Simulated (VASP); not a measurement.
# Hg (Fd-3m) in VASP: further runs

Hg is run at these levels: PBEsol; tasks: single point.

Everything below comes from runs of VASP 6.6.1. Logs are shortened: lines on timing, memory, paths and dates and some standing lists are left out, and cuts for length are marked.

### 1 The cell of the first run

Symmetry: Fd-3m, No. 227, cubic system. Conventional cell: a = 4.877 Å, b = 4.877 Å, c = 4.877 Å, α = 90.00°, β = 90.00°, γ = 90.00°. Hg (site symmetry -43m) has 4 Hg at 2.11 Å within 2.8 Å.

### 2 Single point, PBEsol (14.50 Å³/atom)

INCAR reads:

```
SYSTEM = Hg
PREC = Accurate
ENCUT = 520
EDIFF = 1E-7
ISMEAR = -1
SIGMA = 0.05
LREAL = .FALSE.
LASPH = .TRUE.
NELM = 60
ALGO = Normal
ISIF = 2
LWAVE = .FALSE.
LCHARG = .FALSE.
GGA = PS
NBANDS = 19
```

KPOINTS reads:

```
Automatic mesh
0
G
  12 12 12
  0 0 0
```

POSCAR reads:

```
Hg
1.0
    0.0000000000      2.4385322897      2.4385322897
    2.4385322897      0.0000000000      2.4385322897
    2.4385322897      2.4385322897      0.0000000000
Hg
2
Direct
   -0.1250000000     -0.1250000000     -0.1250000000
    0.1250000000      0.1250000000      0.1250000000
```

Potentials or basis: VASP PAW PBE potentials, release 64 (Hg).

On the command line:

```sh
cat potpaw_PBE.64/Hg/POTCAR > POTCAR
mpirun -np 1 vasp_std > vasp.out
```

OUTCAR:

```text
SYSTEM = Hg
   PREC = Accurate
   ENCUT = 520
   EDIFF = 1E-7
   ISMEAR = -1
   LREAL = .FALSE.
   LASPH = .TRUE.
   NELM = 60
   ISIF = 2
   GGA = PS

 ion  position               nearest neighbor table
   1  0.875  0.875  0.875-   2 2.11   2 2.11   2 2.11   2 2.11
   2  0.125  0.125  0.125-   1 2.11   1 2.11   1 2.11   1 2.11

  LATTYP: Found a face centered cubic cell.
 ALAT       =     4.8770645794

  Lattice vectors:

 A1 = (   0.0000000000,   2.4385322897,   2.4385322897)
 A2 = (   2.4385322897,   0.0000000000,   2.4385322897)
 A3 = (   2.4385322897,   2.4385322897,   0.0000000000)

Analysis of symmetry for initial positions (statically):
=====================================================================
 Subroutine PRICEL returns:
 Original cell was already a primitive cell.

 Routine SETGRP: Setting up the symmetry group for a
 face centered cubic supercell.

 Subroutine GETGRP returns: Found 48 space group operations
 (whereof 12 operations were pure point group operations)
 out of a pool of 48 trial point group operations.

The static configuration has the point symmetry D_3d.
 The point group associated with its full space group is O_h .

Analysis of symmetry for dynamics (positions and initial velocities):
=====================================================================
 Subroutine PRICEL returns:
 Original cell was already a primitive cell.

 Routine SETGRP: Setting up the symmetry group for a
 face centered cubic supercell.

 Subroutine GETGRP returns: Found 48 space group operations
 (whereof 12 operations were pure point group operations)
 out of a pool of 48 trial point group operations.

The dynamic configuration has the point symmetry D_3d.
 The point group associated with its full space group is O_h .

 Subroutine INISYM returns: Found 48 space group operations
 (whereof 12 operations are pure point group operations),
 and found     1 'primitive' translations

----------------------------------------------------------------------------------------

                                     Primitive cell

  volume of cell :      29.0012

  direct lattice vectors                    reciprocal lattice vectors
     0.000000000  2.438532290  2.438532290    -0.205041369  0.205041369  0.205041369
     2.438532290  0.000000000  2.438532290     0.205041369 -0.205041369  0.205041369
     2.438532290  2.438532290  0.000000000     0.205041369  0.205041369 -0.205041369

  length of vectors
[... 75 lines left out ...]
   ICHARG =      2    charge: 1-file 2-atom 10-const
   ISPIN  =      1    spin polarized calculation?
   LNONCOLLINEAR =      F non collinear calculations
   LSORBIT =      F    spin-orbit coupling
   LASPH  =      T    aspherical Exc in radial PAW
   ENCUT  =  520.0 eV  38.22 Ry    6.18 a.u.   6.41  6.41  6.41*2*pi/ulx,y,z
   NELM   =     60;   NELMIN=  2; NELMDL= -5     # of ELM steps
   EDIFF  = 0.1E-06   stopping-criterion for ELM
   LREAL  =      F    real-space projection
   EDIFFG = 0.1E-05   stopping-criterion for IOM
   NSW    =      0    number of steps for IOM
   IBRION =     -1    ionic relax: 0-MD 1-quasi-New 2-CG
   NFREE  =      0    steps in history (QN), initial steepest desc. (CG)
   ISIF   =      2    stress and relaxation
   ISYM   =      2    0-nonsym 1-usesym 2-fastsym
   POTIM  = 0.5000    time-step for ionic-motion
   TEBEG  =    0.0;   TEEND  =   0.0 temperature during run
   PSTRESS=    0.0 pullay stress
   NELECT =      24.0000    total number of electrons
   NUPDOWN=      -1.0000    fix difference up-down
   EMIN   =  10.00;   EMAX   =-10.00  energy-range for DOS
   EFERMI =   0.00;   METHOD = LEGACY
   ISMEAR =    -1;   SIGMA  =   0.05  broadening in eV -4-tet -1-fermi 0-gaus
   EFERMI_NEDOS =   21; number of points for ismear=-14 and -15
   IALGO  =     38    algorithm
   IMIX   =      4    mixing-type and parameters
     AMIX     =   0.40;   BMIX     =  1.00
     AMIX_MAG =   1.60;   BMIX_MAG =  1.00
  volume/ion in A,a.u.               =      14.50        97.85
  Fermi-wavevector in a.u.,A,eV,Ry     =   1.536998  2.904506 32.141913  2.362364
  Thomas-Fermi vector in A             =   2.643569
   LORBIT       =      0    0 simple, 1 ext, 2 COOP (PROOUT), +10 PAW based schemes
   GGA     = PS    functional components
   LHFCALC =     F    Hartree Fock is set to
   AEXX    =    0.0000 exact exchange contribution
   IVDW    =     0    specifies the selected vdW correction
   LEPSILON=     F    determine dielectric tensor
   LRPA    =     F    only Hartree local field effects (RPA)
 non-spin polarized calculation
  energy-cutoff  :      520.00
  volume of cell :       29.00
 maximum number of plane-waves:       797
 NGX is ok and might be reduce to    28
   NGX = 13   NGY = 13   NGZ = 13

 number of electron      24.0000003 magnetization

 Free energy of the ion-electron system (eV)
  ---------------------------------------------------
  ext. energy  EPLUGINS =         0.00000000
  ---------------------------------------------------
  free energy    TOTEN  =        14.80732822 eV

  energy without entropy =       14.81259806  energy(sigma->0) =       14.80996314

 E-fermi :   8.8579     XC(G=0): -13.5248

 val. band max:        8.6915620442   @ k =  -0.4167   0.3333   0.0833
 cond. band min:       8.8787646672   @ k =  -0.4167   0.3333   0.1667
 fundamental gap:      0.1872026230
 Fermi energy:         8.8578627455

 k-point     1 :       0.0000    0.0000    0.0000
  band No.  band energies     occupation
      1      -6.4616      2.00000
      2      -5.0846      2.00000
      3      -5.0846      2.00000
      4      -4.5671      2.00000
      5      -4.5671      2.00000
      6      -4.5671      2.00000
[... 505 lines left out ...]
      6      -3.5603      2.00000
[... 11 lines left out ...]
     18      24.8776      0.00000
     19      26.5245      0.00000

 [... further k-points ...]
[... 5 lines left out ...]
  --------------------------------------------------------------------------------------
  -------------------------------------------------------------------------------------
  Total       55.3865950     55.3865950     55.3865950     -0.0000000     -0.0000000      0.0000000
  in kB     3059.8470728   3059.8470728   3059.8470728     -0.0000000     -0.0000000      0.0000000
  external PRESSURE =    3059.8470728 kB  Pullay stress =       0.0000000 kB

 VOLUME and BASIS-vectors are now :
 -----------------------------------------------------------------------------
  energy-cutoff  :      520.00
  volume of cell :       29.00
      direct lattice vectors                 reciprocal lattice vectors
     0.000000000  2.438532290  2.438532290    -0.205041369  0.205041369  0.205041369
     2.438532290  0.000000000  2.438532290     0.205041369 -0.205041369  0.205041369
     2.438532290  2.438532290  0.000000000     0.205041369  0.205041369 -0.205041369

 POSITION                                       TOTAL-FORCE (eV/Angst)
 -----------------------------------------------------------------------------------
      4.26743      4.26743      4.26743         0.000000     -0.000000      0.000000
      0.60963      0.60963      0.60963        -0.000000      0.000000     -0.000000
 -----------------------------------------------------------------------------------
    total drift:                                0.000000     -0.000000     -0.000000

  FREE ENERGIE OF THE ION-ELECTRON SYSTEM (eV)
  ---------------------------------------------------
  free  energy   TOTEN  =        14.8073282247 eV

  energy  without entropy=       14.8125980565  energy(sigma->0) =       14.80996314
```

Wall time 27 s (1 thread of AMD EPYC 9R45 (Zen 5), shared host); peak memory 0.15 GiB.

What came out:

```yaml
Free_energy: 14.8073 eV
Pressure: 306.0 GPa
Band_gap_on_the_k_mesh: zero (bands 12 and 13 overlap by 11.61 eV)
```

Caveat: the cell stands under pressure; the PAW data sets were made with another functional, which shifts forces and pressure a little; spin-orbit coupling is left out, which moves the levels of the heavy elements.

### 3 Single point, PBEsol (18.13 Å³/atom)

This run uses another cell than the first one, of 18.13 Å³/atom.

INCAR reads:

```
SYSTEM = Hg
ALGO = Normal ; EDIFF = 1E-6
ENCUT = 520 ; GGA = PS
ISIF = 2 ; ISMEAR = -1
LASPH = .True. ; LCHARG = .False.
LREAL = .False. ; LWAVE = .False.
NBANDS = 19 ; NELM = 80
PREC = Accurate ; SIGMA = 0.05
```

KPOINTS reads:

```
k-points
0
Gamma
  12 12 12
  0 0 0
```

POSCAR reads:

```
Hg
1.0
    0.0000000000      2.6268292789      2.6268292789
    2.6268292789      0.0000000000      2.6268292789
    2.6268292789      2.6268292789      0.0000000000
Hg
2
Direct
   -0.1250000000     -0.1250000000     -0.1250000000
    0.1250000000      0.1250000000      0.1250000000
```

Potentials or basis: VASP PAW PBE potentials, release 64 (Hg).

On the command line:

```sh
cat potpaw_PBE.64/Hg/POTCAR > POTCAR
mpirun -np 1 vasp_std > vasp.out
```

Wall time 24 s (1 thread of AMD EPYC 9R45 (Zen 5), shared host); peak memory 0.15 GiB.

Results (log left out):

| Property | Result |
| --- | --- |
| Free energy | 5.7340 eV |
| Pressure | 124.2 GPa |
| Band gap on the k mesh | zero (bands 12 and 13 overlap by 10.30 eV) |

Levels at points of the mesh, in eV from the Fermi level:
| k point | band 10 | band 11 | band 12 | band 13 | band 14 | band 15 |
| --- | --- | --- | --- | --- | --- | --- |
| (0.00, 0.00, 0.00) | -6.16 | -6.16 | 8.83 | 8.89 | 9.73 | 9.73 |
| (0.50, 0.00, 0.00) | -6.44 | -5.78 | -4.42 | 5.43 | 5.43 | 7.72 |
| (0.50, 0.50, 0.00) | -6.14 | -3.49 | -3.49 | 0.56 | 0.56 | 6.77 |

Caveat: the cell stands under pressure; the PAW data sets were made with another functional, which shifts forces and pressure a little; spin-orbit coupling is left out, which moves the levels of the heavy elements.

The gap in the log of VASP goes by the Fermi energy; the results here count the filled bands.